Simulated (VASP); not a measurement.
# Ag10HC in VASP: single point with LDA

Aim: the single point of Ag10HC with LDA.

All numbers are computed with VASP 6.6.1; they aren't measurements. Logs are shortened: lines on timing, memory, paths and dates and some standing lists are left out, and cuts for length are marked.

## 1. The cell of the first run

The cell holds a slab with vacuum, 24 atoms: a = 8.180 Å, b = 5.784 Å, c = 16.784 Å, α = 90.00°, β = 90.00°, γ = 90.00°.

## 2. Single point, LDA

Contents of INCAR:

```
ALGO = Normal
EDIFF = 1E-7
ENCUT = 520
GGA = CA
ISIF = 2
ISMEAR = -1
LASPH = T
LCHARG = F
LREAL = Auto
LWAVE = F
NBANDS = 133
NELM = 100
PREC = Accurate
SIGMA = 0.15
```

Contents of KPOINTS:

```
k-points
0
Gamma
  2 2 1
```

Contents of POSCAR:

```
Ag10HC
1.0
    8.1800000000      0.0000000000      0.0000000000
    0.0000000000      5.7841330000      0.0000000000
    0.0000000000      0.0000000000     16.7841330000
Ag C H
20 2 2
Direct
    0.0000000000      0.0000000000      0.0595800808
    0.5000000000      0.0000000000      0.0595800808
    0.0000000000      0.5000057917      0.0595800808
    0.5000000000      0.5000057917      0.0595800808
    0.2500000000      0.2499942515      0.1457328776
    0.7500000000      0.2499942515      0.1457328776
    0.2500000000      0.7500000432      0.1457328776
    0.7500000000      0.7500000432      0.1457328776
    0.0293031785     -0.0029217862      0.2226924679
    0.5059902200     -0.0118254542      0.2219953810
   -0.0244132029      0.4775996679      0.2297824976
    0.5041198044      0.5085636862      0.2226388459
    0.2643643032      0.2558205352      0.3039179921
    0.7531418093      0.2288329124      0.3163583129
    0.2626894866      0.7656290061      0.3053955781
    0.7601833741      0.7391254662      0.3257481337
    0.0185207824     -0.0226827426      0.4158153418
    0.5224205379     -0.0465756925      0.3904640174
    0.0481418093      0.4410686960      0.3911432303
    0.4937897311      0.4965826339      0.3912445165
    0.4933374083      0.4239356184      0.5338256078
    0.4201589242      0.2644648731      0.4983635437
    0.5715158924      0.5648210371      0.5511276633
    0.3060880196      0.1846603458      0.5139437348
```

Potentials or basis: VASP PAW LDA potentials, release 64 (Ag, C, H).

Run with:

```
$ cat potpaw_LDA.64/Ag/POTCAR potpaw_LDA.64/C/POTCAR potpaw_LDA.64/H/POTCAR > POTCAR
$ mpirun -np 1 vasp_std > vasp.out
```

OUTCAR:

```text
EDIFF = 1E-7
   ENCUT = 520
   GGA = CA
   ISIF = 2
   ISMEAR = -1
   LASPH = T
   LREAL = Auto
   NELM = 100
   PREC = Accurate

 ion  position               nearest neighbor table
   1  0.000  0.000  0.060-   9 2.75   3 2.89   6 2.89   5 2.89   8 2.89   7 2.89   3 2.89
   2  0.500  0.000  0.060-  10 2.73   4 2.89   6 2.89   5 2.89   8 2.89   7 2.89   4 2.89
   3  0.000  0.500  0.060-  11 2.87   1 2.89   8 2.89   7 2.89   6 2.89   5 2.89   1 2.89
   4  0.500  0.500  0.060-  12 2.74   2 2.89   8 2.89   7 2.89   6 2.89   5 2.89   2 2.89
   5  0.250  0.250  0.146-  13 2.66   9 2.66  12 2.87  10 2.88   7 2.89   2 2.89   1 2.89   4 2.89
                             3 2.89   7 2.89  11 2.96
   6  0.750  0.250  0.146-  11 2.67  10 2.81  12 2.82  14 2.87   8 2.89   2 2.89   1 2.89   4 2.89
                             3 2.89   8 2.89   9 3.00
   7  0.250  0.750  0.146-   9 2.64  15 2.68  10 2.81  12 2.82   5 2.89   4 2.89   3 2.89   2 2.89
                             1 2.89   5 2.89  11 3.08
   8  0.750  0.750  0.146-  10 2.74  12 2.77  11 2.81   6 2.89   3 2.89   4 2.89   1 2.89   2 2.89
                             6 2.89   9 2.99  16 3.02
   9  0.029  0.997  0.223-   7 2.64   5 2.66  15 2.71   1 2.75  13 2.79  11 2.82   8 2.99   6 3.00
                            11 3.04  14 3.06  16 3.17  17 3.24
  10  0.506  0.988  0.222-   2 2.73   8 2.74  15 2.75  12 2.77   6 2.81   7 2.81  18 2.84  13 2.86
                             5 2.88  14 2.92  12 3.01  16 3.07
  11  0.976  0.478  0.230-   6 2.67  14 2.74  19 2.78   8 2.81   9 2.82  16 2.83   3 2.87   5 2.96
[... 14 lines left out ...]
  19  0.048  0.441  0.391-  13 2.53  17 2.72  11 2.78  15 2.95  14 2.98  16 3.12  17 3.14
  20  0.494  0.497  0.391-  22 2.32  21 2.43  18 2.65  13 2.76  16 2.82  12 2.83  15 2.84  14 2.91
                            18 3.15
  21  0.493  0.424  0.534-  23 1.08  22 1.25  20 2.43
  22  0.420  0.264  0.498-  24 1.07  21 1.25  20 2.32  18 2.69
  23  0.572  0.565  0.551-  21 1.08
  24  0.306  0.185  0.514-  22 1.07

  LATTYP: Found a simple orthorhombic cell.
 ALAT       =     5.7841330000
 B/A-ratio  =     1.4142136773
 C/A-ratio  =     2.9017543338

  Lattice vectors:

 A1 = (   0.0000000000,  -5.7841330000,   0.0000000000)
 A2 = (   8.1800000000,   0.0000000000,   0.0000000000)
 A3 = (   0.0000000000,   0.0000000000,  16.7841330000)

Analysis of symmetry for initial positions (statically):
=====================================================================
 Subroutine PRICEL returns:
 Original cell was already a primitive cell.

 Routine SETGRP: Setting up the symmetry group for a
 simple orthorhombic supercell.

 Subroutine GETGRP returns: Found  1 space group operations
 (whereof  1 operations were pure point group operations)
 out of a pool of  8 trial point group operations.

The static configuration has the point symmetry C_1 .

Analysis of symmetry for dynamics (positions and initial velocities):
=====================================================================
 Subroutine PRICEL returns:
 Original cell was already a primitive cell.

 Routine SETGRP: Setting up the symmetry group for a
 simple orthorhombic supercell.

 Subroutine GETGRP returns: Found  1 space group operations
 (whereof  1 operations were pure point group operations)
 out of a pool of  8 trial point group operations.

The dynamic configuration has the point symmetry C_1 .

 Subroutine INISYM returns: Found  1 space group operations
 (whereof  1 operations are pure point group operations),
 and found     1 'primitive' translations

----------------------------------------------------------------------------------------

                                     Primitive cell

  volume of cell :     794.1280

  direct lattice vectors                    reciprocal lattice vectors
     8.180000000  0.000000000  0.000000000     0.122249389  0.000000000  0.000000000
     0.000000000  5.784133000  0.000000000     0.000000000  0.172886758  0.000000000
     0.000000000  0.000000000 16.784133000     0.000000000  0.000000000  0.059580081

  length of vectors
     8.180000000  5.784133000 16.784133000     0.122249389  0.172886758  0.059580081

  position of ions in fractional coordinates (direct lattice)
     0.000000000  0.000000000  0.059580081
     0.500000000  0.000000000  0.059580081
     0.000000000  0.500005792  0.059580081
     0.500000000  0.500005792  0.059580081
     0.250000000  0.249994251  0.145732878
     0.750000000  0.249994251  0.145732878
[... 16 lines left out ...]
     0.571515892  0.564821037  0.551127663
     0.306088020  0.184660346  0.513943735

  ion indices of the primitive-cell ions
   primitive index   ion index
                 1           1
                 2           2
                 3           3
                 4           4
                 5           5
                 6           6
[... 16 lines left out ...]
                23          23
                24          24

----------------------------------------------------------------------------------------

 KPOINTS: k-points

Automatic generation of k-mesh.
 Grid dimensions read from file:
 generate k-points for:    2    2    1

 Generating k-lattice:

  Cartesian coordinates                     Fractional coordinates (reciprocal lattice)
     0.061124694  0.000000000  0.000000000     0.500000000  0.000000000  0.000000000
     0.000000000  0.086443379  0.000000000     0.000000000  0.500000000  0.000000000
     0.000000000  0.000000000  0.059580081     0.000000000  0.000000000  1.000000000

  Length of vectors
     0.061124694  0.086443379  0.059580081

  Shift w.r.t. Gamma in fractional coordinates (k-lattice)
     0.000000000  0.000000000  0.000000000

 Subroutine IBZKPT returns following result:
 ===========================================

 Found      4 irreducible k-points:

 Following reciprocal coordinates:
            Coordinates               Weight
  0.000000  0.000000  0.000000      1.000000
  0.500000  0.000000  0.000000      1.000000
  0.000000  0.500000  0.000000      1.000000
  0.500000  0.500000  0.000000      1.000000
   k-points           NKPTS =      4   k-points in BZ     NKDIM =      4   number of bands    NBANDS=    133
   number of dos      NEDOS =    301   number of ions     NIONS =     24
   total plane-waves  NPLWV = 387072
   dimension x,y,z NGX =    64 NGY =   48 NGZ =  126
   dimension x,y,z NGXF=   128 NGYF=   96 NGZF=  252
   ions per type =              20   2   2
   NGX,Y,Z   is equivalent  to a cutoff of  13.01, 13.80, 12.48 a.u.
   NGXF,Y,Z  is equivalent  to a cutoff of  26.01, 27.59, 24.96 a.u.
 SYSTEM =  unknown system
   PREC   = accura    normal or accurate (medium, high low for compatibility)
   ISTART =      0    job   : 0-new  1-cont  2-samecut
   ICHARG =      2    charge: 1-file 2-atom 10-const
   ISPIN  =      1    spin polarized calculation?
   LNONCOLLINEAR =      F non collinear calculations
   LSORBIT =      F    spin-orbit coupling
   LASPH  =      T    aspherical Exc in radial PAW
   ENCUT  =  520.0 eV  38.22 Ry    6.18 a.u.  15.21 10.75 31.21*2*pi/ulx,y,z
   NELM   =    100;   NELMIN=  2; NELMDL= -5     # of ELM steps
   EDIFF  = 0.1E-06   stopping-criterion for ELM
   LREAL  =      T    real-space projection
   EDIFFG = 0.1E-05   stopping-criterion for IOM
   NSW    =      0    number of steps for IOM
   IBRION =     -1    ionic relax: 0-MD 1-quasi-New 2-CG
   NFREE  =      0    steps in history (QN), initial steepest desc. (CG)
   ISIF   =      2    stress and relaxation
   ISYM   =      2    0-nonsym 1-usesym 2-fastsym
   POTIM  = 0.5000    time-step for ionic-motion
   TEBEG  =    0.0;   TEEND  =   0.0 temperature during run
   PSTRESS=    0.0 pullay stress
   NELECT =     230.0000    total number of electrons
   NUPDOWN=      -1.0000    fix difference up-down
   EMIN   =  10.00;   EMAX   =-10.00  energy-range for DOS
   EFERMI =   0.00;   METHOD = LEGACY
   ISMEAR =    -1;   SIGMA  =   0.15  broadening in eV -4-tet -1-fermi 0-gaus
   EFERMI_NEDOS =   21; number of points for ismear=-14 and -15
   IALGO  =     38    algorithm
   IMIX   =      4    mixing-type and parameters
     AMIX     =   0.40;   BMIX     =  1.00
     AMIX_MAG =   1.60;   BMIX_MAG =  1.00
  volume/ion in A,a.u.               =      33.09       223.29
  Fermi-wavevector in a.u.,A,eV,Ry     =   1.083147  2.046850 15.962447  1.173207
  Thomas-Fermi vector in A             =   2.219206
   LORBIT       =      0    0 simple, 1 ext, 2 COOP (PROOUT), +10 PAW based schemes
   GGA     = CA    functional components
   LHFCALC =     F    Hartree Fock is set to
   AEXX    =    0.0000 exact exchange contribution
   IVDW    =     0    specifies the selected vdW correction
   LEPSILON=     F    determine dielectric tensor
   LRPA    =     F    only Hartree local field effects (RPA)
 non-spin polarized calculation
  energy-cutoff  :      520.00
  volume of cell :      794.13
 maximum number of plane-waves:     21440
 NGX is ok and might be reduce to    64
   NGX = 31   NGY = 21   NGZ = 63

 number of electron     229.9999972 magnetization

 Free energy of the ion-electron system (eV)
  ---------------------------------------------------
  ext. energy  EPLUGINS =         0.00000000
  ---------------------------------------------------
  free energy    TOTEN  =       -89.67835918 eV

  energy without entropy =      -88.98096679  energy(sigma->0) =      -89.32966299

 E-fermi :   1.3757     XC(G=0):  -6.9091

 val. band max:        1.3384702337   @ k =   0.0000   0.5000   0.0000
 cond. band min:       1.4024332358   @ k =   0.5000   0.5000   0.0000
 fundamental gap:      0.0639630021
 Fermi energy:         1.3757380506

 k-point     1 :       0.0000    0.0000    0.0000
  band No.  band energies     occupation
      1     -14.1057      2.00000
      2      -9.0119      2.00000
      3      -6.6749      2.00000
      4      -6.0259      2.00000
      5      -5.1340      2.00000
      6      -5.0376      2.00000
[... 509 lines left out ...]
    126       4.1609      0.00000
    127       4.4284      0.00000
 [bands above 127 left out]

------------------------ aborting loop because EDIFF is reached ----------------------------------------

  FORCE on cell =-STRESS in cart. coord.  units (eV):
  Direction    XX          YY          ZZ          XY          YZ          ZX
  --------------------------------------------------------------------------------------
  -------------------------------------------------------------------------------------
  Total      -10.6947425    -15.5079743     -6.0464588      0.5676332      0.9082985     -2.4882675
  in kB      -21.5769686    -31.2878102    -12.1989146      1.1452173      1.8325199     -5.0201554
  external PRESSURE =     -21.6878978 kB  Pullay stress =       0.0000000 kB

 VOLUME and BASIS-vectors are now :
 -----------------------------------------------------------------------------
  energy-cutoff  :      520.00
  volume of cell :      794.13
      direct lattice vectors                 reciprocal lattice vectors
     8.180000000  0.000000000  0.000000000     0.122249389  0.000000000  0.000000000
     0.000000000  5.784133000  0.000000000     0.000000000  0.172886758  0.000000000
     0.000000000  0.000000000 16.784133000     0.000000000  0.000000000  0.059580081

 POSITION                                       TOTAL-FORCE (eV/Angst)
 -----------------------------------------------------------------------------------
      0.00000      0.00000      1.00000        -0.014198     -0.013067      0.384415
      4.09000      0.00000      1.00000         0.049921      0.011016      0.368578
      0.00000      2.89210      1.00000         0.038529      0.018946      0.642253
      4.09000      2.89210      1.00000        -0.066001     -0.002300      0.425128
      2.04500      1.44600      2.44600         0.227623      0.299529     -0.963783
      6.13500      1.44600      2.44600        -0.110696     -0.307892     -0.443290
[... 16 lines left out ...]
      4.67500      3.26700      9.25020         0.174764      0.067157      0.248831
      2.50380      1.06810      8.62610        -0.540127     -0.863976     -0.425095
 -----------------------------------------------------------------------------------
    total drift:                                0.004198     -0.004396      0.011323

  FREE ENERGIE OF THE ION-ELECTRON SYSTEM (eV)
  ---------------------------------------------------
  free  energy   TOTEN  =       -89.6783591789 eV

  energy  without entropy=      -88.9809667927  energy(sigma->0) =      -89.32966299
```

It took 11 min on 1 thread of Intel Xeon Platinum 8375C at 2.90GHz (Ice Lake), shared host; peak memory 0.7 GiB.

Results:

- Free energy: -89.6784 eV
- Largest force: 1.504 eV/Å
- Band gap on the k mesh: zero (bands 115 and 116 overlap by 0.60 eV)

Forces in eV/Å, atoms in the order of the input:
```
Ag  -0.014 -0.013  0.384
Ag   0.050  0.011  0.369
Ag   0.039  0.019  0.642
Ag  -0.066 -0.002  0.425
Ag   0.228  0.300 -0.964
Ag  -0.111 -0.308 -0.443
Ag   0.115 -0.403 -0.957
Ag   0.349  0.133 -0.304
Ag  -1.300 -0.176  0.680
Ag   0.173  0.494  0.436
Ag   0.700  0.587  0.046
Ag   0.224 -0.354  0.535
Ag   0.515 -0.528  0.031
Ag   0.196  0.005 -0.049
Ag  -0.438 -0.414  0.761
Ag   0.894 -0.463 -0.557
Ag  -0.092 -0.288 -1.148
Ag  -0.737  1.282  0.276
Ag  -0.921  0.856  0.170
Ag  -0.086 -0.655 -0.070
C    0.304 -0.156 -0.807
C    0.343  0.872  0.721
H    0.175  0.067  0.249
H   -0.540 -0.864 -0.425
```

Levels at points of the mesh, in eV from the Fermi level:
| k point | band 111 | band 112 | band 113 | band 114 | band 115 | band 116 | band 117 | band 118 |
| --- | --- | --- | --- | --- | --- | --- | --- | --- |
| (0.00, 0.00, 0.00) | -1.34 | -1.12 | -0.41 | -0.30 | 0.16 | 0.34 | 0.49 | 0.55 |
| (0.50, 0.00, 0.00) | -0.85 | -0.34 | -0.18 | -0.09 | -0.06 | 0.05 | 0.10 | 0.81 |
| (0.00, 0.50, 0.00) | -1.69 | -1.60 | -1.56 | -0.64 | -0.56 | -0.44 | -0.04 | 0.28 |
| (0.50, 0.50, 0.00) | -2.06 | -1.97 | -1.61 | -0.05 | 0.03 | 0.11 | 0.67 | 1.22 |

Caveat: the k points lie up to 0.54 Å⁻¹ apart, too coarse for converged energies and pressures of a metal; there is no dipole correction, which matters where the two faces differ.

The gap in the log of VASP goes by the Fermi energy; the results here count the filled bands.